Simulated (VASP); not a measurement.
# ZnS (F-43m) in VASP: single point with r2SCAN

Aim: the single point of ZnS with r2SCAN.

Program: VASP 6.6.1. These are calculated values, not measurements. Logs are shortened: lines on timing, memory, paths and dates and some standing lists are left out, and cuts for length are marked.

## Step 1: The cell of the first run

It takes space group F-43m (No. 216, cubic). Conventional cell: a = 5.409 Å, b = 5.409 Å, c = 5.409 Å, α = 90.00°, β = 90.00°, γ = 90.00°. Within 3.1 Å of Zn (site symmetry -43m) lie 4 S at 2.34 Å. Within 3.1 Å of S (site symmetry -43m) lie 4 Zn at 2.34 Å.

## Step 2: Single point, r2SCAN

Input file POSCAR:

```
ZnS
1.0
    5.4093000000      0.0000000000      0.0000000000
    0.0000000000     -5.4093000000      0.0000000000
    0.0000000000      0.0000000000     -5.4093000000
Zn S
4 4
Direct
    0.0000000000      0.5000000000      0.5000000000
    0.5000000000      0.0000000000      0.5000000000
    0.5000000000      0.5000000000      0.0000000000
    0.0000000000      0.0000000000      0.0000000000
    0.7500000000      0.7500000000      0.7500000000
    0.2500000000      0.2500000000      0.7500000000
    0.2500000000      0.7500000000      0.2500000000
    0.7500000000      0.2500000000      0.2500000000
```

Input file INCAR.step1:

```
ALGO     = Normal         # electronic algorithm
EDIFF    = 1E-4           # SCF threshold, eV
ENCUT    = 520            # plane-wave cutoff, eV
GGA      = PE             # functional
ISMEAR   = 0              # smearing method
LASPH    = T              # aspherical terms in the spheres
LCHARG   = F              # write CHGCAR
LREAL    = F              # projectors in reciprocal space
LWAVE    = T              # write WAVECAR
NBANDS   = 46             # bands
NELM     = 100            # most SCF steps
PREC     = Accurate       # precision mode
SIGMA    = 0.05           # smearing width, eV
```

Input file INCAR.step2:

```
ALGO     = Normal         # electronic algorithm
EDIFF    = 1E-7           # SCF threshold, eV
ENCUT    = 520            # plane-wave cutoff, eV
ISIF     = 2              # what is computed and relaxed
ISMEAR   = 0              # smearing method
ISTART   = 1            
LASPH    = T              # aspherical terms in the spheres
LCHARG   = F              # write CHGCAR
LMIXTAU  = T            
LREAL    = F              # projectors in reciprocal space
LWAVE    = F              # write WAVECAR
METAGGA  = R2SCAN         # meta-GGA
NBANDS   = 46             # bands
NELM     = 100            # most SCF steps
PREC     = Accurate       # precision mode
SIGMA    = 0.05           # smearing width, eV
```

Input file KPOINTS:

```
k-points
0
Gamma
  4 4 4
```

Potentials or basis: VASP PAW PBE potentials, release 64 (Zn, S).

On the command line:

```console
$ cat potpaw_PBE.64/Zn/POTCAR potpaw_PBE.64/S/POTCAR > POTCAR
$ cp INCAR.step1 INCAR
$ mpirun -np 1 vasp_std > vasp.out
$ cp INCAR.step2 INCAR
$ mpirun -np 1 vasp_std > vasp.out
```

OUTCAR:

```text
EDIFF = 1E-7
   ENCUT = 520
   ISIF = 2
   ISMEAR = 0
   ISTART = 1
   LASPH = T
   LREAL = F
   METAGGA = R2SCAN
   NELM = 100
   PREC = Accurate

 ion  position               nearest neighbor table
   1  0.000  0.500  0.500-   5 2.34   6 2.34   7 2.34   8 2.34
   2  0.500  0.000  0.500-   5 2.34   6 2.34   7 2.34   8 2.34
   3  0.500  0.500  0.000-   5 2.34   6 2.34   7 2.34   8 2.34
   4  0.000  0.000  0.000-   5 2.34   6 2.34   7 2.34   8 2.34
   5  0.750  0.750  0.750-   1 2.34   2 2.34   3 2.34   4 2.34
   6  0.250  0.250  0.750-   1 2.34   2 2.34   3 2.34   4 2.34
   7  0.250  0.750  0.250-   1 2.34   2 2.34   3 2.34   4 2.34
   8  0.750  0.250  0.250-   1 2.34   2 2.34   3 2.34   4 2.34

  LATTYP: Found a simple cubic cell.
 ALAT       =     5.4093000000

  Lattice vectors:

 A1 = (   5.4093000000,   0.0000000000,   0.0000000000)
 A2 = (   0.0000000000,  -5.4093000000,   0.0000000000)
 A3 = (   0.0000000000,   0.0000000000,  -5.4093000000)

Analysis of symmetry for initial positions (statically):
=====================================================================
 Subroutine PRICEL returns following result:

  LATTYP: Found a face centered cubic cell.
 ALAT       =     5.4093000000

  Lattice vectors:

 A1 = (   2.7046500000,   2.7046500000,   0.0000000000)
 A2 = (   2.7046500000,   0.0000000000,  -2.7046500000)
 A3 = (   0.0000000000,   2.7046500000,  -2.7046500000)

   4 primitive cells build up your supercell.

 Routine SETGRP: Setting up the symmetry group for a
 simple cubic supercell.

 Subroutine GETGRP returns: Found 24 space group operations
 (whereof 24 operations were pure point group operations)
 out of a pool of 48 trial point group operations.

The static configuration has the point symmetry T_d .

Analysis of symmetry for dynamics (positions and initial velocities):
=====================================================================
 Subroutine PRICEL returns following result:

  LATTYP: Found a face centered cubic cell.
 ALAT       =     5.4093000000

  Lattice vectors:

 A1 = (   2.7046500000,   2.7046500000,   0.0000000000)
 A2 = (   2.7046500000,   0.0000000000,  -2.7046500000)
 A3 = (   0.0000000000,   2.7046500000,  -2.7046500000)

   4 primitive cells build up your supercell.

 Routine SETGRP: Setting up the symmetry group for a
 simple cubic supercell.

 Subroutine GETGRP returns: Found 24 space group operations
 (whereof 24 operations were pure point group operations)
 out of a pool of 48 trial point group operations.

The dynamic configuration has the point symmetry T_d .

 Subroutine INISYM returns: Found 24 space group operations
 (whereof 24 operations are pure point group operations),
 and found     4 'primitive' translations

----------------------------------------------------------------------------------------

                                     Primitive cell

  volume of cell :      39.5697

  direct lattice vectors                    reciprocal lattice vectors
     2.704650000  2.704650000  0.000000000     0.184866803  0.184866803  0.184866803
     2.704650000  0.000000000 -2.704650000     0.184866803 -0.184866803 -0.184866803
     0.000000000  2.704650000 -2.704650000    -0.184866803  0.184866803 -0.184866803

  length of vectors
     3.824952711  3.824952711  3.824952711     0.320198696  0.320198696  0.320198696

  position of ions in fractional coordinates (direct lattice)
     0.000000000  0.000000000  0.000000000
     0.250000000  0.250000000  0.250000000

  ion indices of the primitive-cell ions
   primitive index   ion index
                 1           1
                 2           5

----------------------------------------------------------------------------------------

 KPOINTS: k-points

Automatic generation of k-mesh.
 Grid dimensions read from file:
 generate k-points for:    4    4    4

 Generating k-lattice:

  Cartesian coordinates                     Fractional coordinates (reciprocal lattice)
     0.046216701  0.000000000  0.000000000     0.250000000  0.000000000  0.000000000
     0.000000000 -0.046216701  0.000000000     0.000000000  0.250000000  0.000000000
     0.000000000  0.000000000 -0.046216701     0.000000000  0.000000000  0.250000000

  Length of vectors
     0.046216701  0.046216701  0.046216701

  Shift w.r.t. Gamma in fractional coordinates (k-lattice)
     0.000000000  0.000000000  0.000000000

 Subroutine IBZKPT returns following result:
 ===========================================

 Found     10 irreducible k-points:

 Following reciprocal coordinates:
            Coordinates               Weight
  0.000000  0.000000  0.000000      1.000000
  0.250000  0.000000  0.000000      6.000000
  0.500000  0.000000  0.000000      3.000000
  0.250000  0.250000  0.000000     12.000000
  0.500000  0.250000  0.000000     12.000000
  0.500000  0.500000  0.000000      3.000000
  0.250000  0.250000  0.250000      8.000000
  0.500000  0.250000  0.250000     12.000000
  0.500000  0.500000  0.250000      6.000000
  0.500000  0.500000  0.500000      1.000000
   k-points           NKPTS =     10   k-points in BZ     NKDIM =     10   number of bands    NBANDS=     46
   number of dos      NEDOS =    301   number of ions     NIONS =      8
   total plane-waves  NPLWV =  64000
   dimension x,y,z NGX =    40 NGY =   40 NGZ =   40
   dimension x,y,z NGXF=    80 NGYF=   80 NGZF=   80
   ions per type =               4   4
   NGX,Y,Z   is equivalent  to a cutoff of  12.29, 12.29, 12.29 a.u.
   NGXF,Y,Z  is equivalent  to a cutoff of  24.59, 24.59, 24.59 a.u.
 SYSTEM =  unknown system
   PREC   = accura    normal or accurate (medium, high low for compatibility)
   ISTART =      1    job   : 0-new  1-cont  2-samecut
   ICHARG =      0    charge: 1-file 2-atom 10-const
   ISPIN  =      1    spin polarized calculation?
   LNONCOLLINEAR =      F non collinear calculations
   LSORBIT =      F    spin-orbit coupling
   LASPH  =      T    aspherical Exc in radial PAW
   ENCUT  =  520.0 eV  38.22 Ry    6.18 a.u.  10.06 10.06 10.06*2*pi/ulx,y,z
   NELM   =    100;   NELMIN=  2; NELMDL=  0     # of ELM steps
   EDIFF  = 0.1E-06   stopping-criterion for ELM
   LREAL  =      F    real-space projection
   EDIFFG = 0.1E-05   stopping-criterion for IOM
   NSW    =      0    number of steps for IOM
   IBRION =     -1    ionic relax: 0-MD 1-quasi-New 2-CG
   NFREE  =      0    steps in history (QN), initial steepest desc. (CG)
   ISIF   =      2    stress and relaxation
   ISYM   =      2    0-nonsym 1-usesym 2-fastsym
   POTIM  = 0.5000    time-step for ionic-motion
   TEBEG  =    0.0;   TEEND  =   0.0 temperature during run
   PSTRESS=    0.0 pullay stress
   NELECT =      72.0000    total number of electrons
   NUPDOWN=      -1.0000    fix difference up-down
   EMIN   =  10.00;   EMAX   =-10.00  energy-range for DOS
   EFERMI =   0.00;   METHOD = LEGACY
   ISMEAR =     0;   SIGMA  =   0.05  broadening in eV -4-tet -1-fermi 0-gaus
   EFERMI_NEDOS =   21; number of points for ismear=-14 and -15
   IALGO  =     38    algorithm
   IMIX   =      4    mixing-type and parameters
     AMIX     =   0.40;   BMIX     =  1.00
     AMIX_MAG =   1.60;   BMIX_MAG =  1.00
  volume/ion in A,a.u.               =      19.78       133.51
  Fermi-wavevector in a.u.,A,eV,Ry     =   1.259055  2.379268 21.568210  1.585219
  Thomas-Fermi vector in A             =   2.392634
   LORBIT       =      0    0 simple, 1 ext, 2 COOP (PROOUT), +10 PAW based schemes
   METAGGA = R2SCAN    functional components
   LHFCALC =     F    Hartree Fock is set to
   AEXX    =    0.0000 exact exchange contribution
   IVDW    =     0    specifies the selected vdW correction
   LEPSILON=     F    determine dielectric tensor
   LRPA    =     F    only Hartree local field effects (RPA)
 non-spin polarized calculation
 Gauss-broadening in eV      SIGMA  =   0.05
  energy-cutoff  :      520.00
  volume of cell :      158.28
 maximum number of plane-waves:      4337
   NGX = 21   NGY = 21   NGZ = 21

 number of electron      72.0000039 magnetization

 Free energy of the ion-electron system (eV)
  ---------------------------------------------------
  ext. energy  EPLUGINS =         0.00000000
  ---------------------------------------------------
  free energy    TOTEN  =       -75.45875309 eV

  energy without entropy =      -75.45875309  energy(sigma->0) =      -75.45875309

 E-fermi :   2.0543     XC(G=0): -10.2693

 val. band max:        1.8027981069   @ k =   0.0000   0.0000   0.0000
 cond. band min:       4.4637081296   @ k =   0.0000   0.0000   0.0000
 fundamental gap:      2.6609100227
 Fermi energy:         2.0543067249

 k-point     1 :       0.0000    0.0000    0.0000
  band No.  band energies     occupation
      1     -11.8508      2.00000
      2     -10.5947      2.00000
      3     -10.5947      2.00000
      4     -10.5947      2.00000
      5      -4.6855      2.00000
      6      -4.6855      2.00000
[... 38 lines left out ...]
     45       8.7074      0.00000
     46       8.7074      0.00000

 k-point     2 :       0.2500    0.0000    0.0000
  band No.  band energies     occupation
      1     -11.6924      2.00000
      2     -10.8098      2.00000
      3     -10.5917      2.00000
      4     -10.5917      2.00000
      5      -4.7021      2.00000
      6      -4.7002      2.00000
[... 38 lines left out ...]
     45       9.3590      0.00000
     46       9.3590      0.00000

 k-point     3 :       0.5000    0.0000    0.0000
  band No.  band energies     occupation
      1     -11.2788      2.00000
      2     -11.2788      2.00000
      3     -10.5887      2.00000
      4     -10.5887      2.00000
      5      -4.7219      2.00000
      6      -4.7219      2.00000
[... 38 lines left out ...]
     45      10.2713      0.00000
     46      10.2713      0.00000

 k-point     4 :       0.2500    0.2500    0.0000
  band No.  band energies     occupation
      1     -11.5489      2.00000
      2     -10.7731      2.00000
      3     -10.7731      2.00000
      4     -10.6186      2.00000
      5      -4.6703      2.00000
      6      -4.6363      2.00000
[... 234 lines left out ...]
     45       9.8977      0.00000
     46       9.8982      0.00000

 k-point     9 :       0.5000    0.5000    0.2500
  band No.  band energies     occupation
      1     -10.9242      2.00000
      2     -10.9242      2.00000
      3     -10.9242      2.00000
      4     -10.9242      2.00000
      5      -4.5573      2.00000
      6      -4.5573      2.00000
[... 38 lines left out ...]
     45       9.6134      0.00000
     46       9.6134      0.00000

 k-point    10 :       0.5000    0.5000    0.5000
  band No.  band energies     occupation
      1     -10.9112      2.00000
      2     -10.9112      2.00000
      3     -10.9112      2.00000
      4     -10.9112      2.00000
      5      -4.5610      2.00000
      6      -4.5610      2.00000
[... 38 lines left out ...]
     45       9.1989      0.00000
     46       9.1989      0.00000

------------------------ aborting loop because EDIFF is reached ----------------------------------------

  FORCE on cell =-STRESS in cart. coord.  units (eV):
  Direction    XX          YY          ZZ          XY          YZ          ZX
  --------------------------------------------------------------------------------------
  -------------------------------------------------------------------------------------
  Total       -0.7615951     -0.7615951     -0.7615951      0.0000000     -0.0000000     -0.0000000
  in kB       -7.7092397     -7.7092397     -7.7092397      0.0000000     -0.0000000     -0.0000000
  external PRESSURE =      -7.7092397 kB  Pullay stress =       0.0000000 kB

 VOLUME and BASIS-vectors are now :
 -----------------------------------------------------------------------------
  energy-cutoff  :      520.00
  volume of cell :      158.28
      direct lattice vectors                 reciprocal lattice vectors
     5.409300000  0.000000000  0.000000000     0.184866803  0.000000000  0.000000000
     0.000000000 -5.409300000  0.000000000     0.000000000 -0.184866803  0.000000000
     0.000000000  0.000000000 -5.409300000     0.000000000  0.000000000 -0.184866803

 POSITION                                       TOTAL-FORCE (eV/Angst)
 -----------------------------------------------------------------------------------
      0.00000     -2.70465     -2.70465         0.000000     -0.000000      0.000000
      2.70465      0.00000     -2.70465         0.000000      0.000000     -0.000000
      2.70465     -2.70465      0.00000        -0.000000      0.000000     -0.000000
      0.00000      0.00000      0.00000         0.000000      0.000000     -0.000000
      4.05697     -4.05697     -4.05697        -0.000000     -0.000000      0.000000
      1.35232     -1.35232     -4.05697        -0.000000     -0.000000      0.000000
      1.35232     -4.05697     -1.35232        -0.000000     -0.000000      0.000000
      4.05697     -1.35232     -1.35232        -0.000000     -0.000000      0.000000
 -----------------------------------------------------------------------------------
    total drift:                               -0.000000     -0.000000      0.000000

  FREE ENERGIE OF THE ION-ELECTRON SYSTEM (eV)
  ---------------------------------------------------
  free  energy   TOTEN  =       -75.4587530924 eV

  energy  without entropy=      -75.4587530924  energy(sigma->0) =      -75.45875309
```

Run time: 6.3 min. Hardware: 1 thread of Intel Xeon 8259CL, shared host; peak memory 0.29 GiB.

What came out:

| Property | Result |
| --- | --- |
| Free energy | -75.4588 eV |
| Pressure | -0.8 GPa |
| Band gap on the k mesh | 2.66 eV |

Caveat: the PAW data sets were made with another functional, which shifts forces and pressure a little.
